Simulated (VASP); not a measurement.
Set up this calculation in VASP 6.6.1, as the native input.

- Task: single point
- Functional: RPBE
- Potentials or basis: VASP PAW PBE potentials, release 64 (Pd)
- Cutoff: 520 eV
- k mesh: 12 × 12 × 12
- Occupations: fermi-dirac, width 0.05 eV
- Spin: no spin polarisation
- Dipole correction: no
- Further INCAR settings: ALGO = Normal; EDIFF = 1e-06; NBANDS = 11

The structure of Pd lies in POSCAR:

```
Pd
1.0
    0.0000000000      1.9334358480      1.9334358480
    1.9334358480      0.0000000000      1.9334358480
    1.9334358480      1.9334358480      0.0000000000
Pd
1
Direct
    0.0000000000      0.0000000000      0.0000000000
```

One way to write it, as run:

INCAR

```
PREC     = Accurate       # precision mode
ENCUT    = 520            # plane-wave cutoff, eV
EDIFF    = 1E-6           # SCF threshold, eV
ISMEAR   = -1             # smearing method
SIGMA    = 0.05           # smearing width, eV
LREAL    = F              # projectors in reciprocal space
LASPH    = T              # aspherical terms in the spheres
NELM     = 60             # most SCF steps
ALGO     = Normal         # electronic algorithm
ISIF     = 2              # what is computed and relaxed
LWAVE    = F              # write WAVECAR
LCHARG   = F              # write CHGCAR
GGA      = RP             # functional
NBANDS   = 11             # bands
```

KPOINTS

```
Automatic mesh
0
Gamma
  12 12 12
```

Potentials or basis: VASP PAW PBE potentials, release 64 (Pd).

Command:

```sh
$ cat potpaw_PBE.64/Pd/POTCAR > POTCAR
$ mpirun -np 1 vasp_std > vasp.out
```

Results of the run:

```json
{
 "Pressure": "15.8 GPa",
 "Band gap on the k mesh": "zero (band 5 reaches 10.52 eV, above the bottom of band 6 at 8.88 eV)"
}
```

Caveat: the PAW data sets were made with another functional, which shifts forces and pressure a little.

Wall time 12 s on 1 thread of AMD EPYC 7R43 64-Core Processor (Zen 3), on a shared host, peak memory 0.09 GiB.
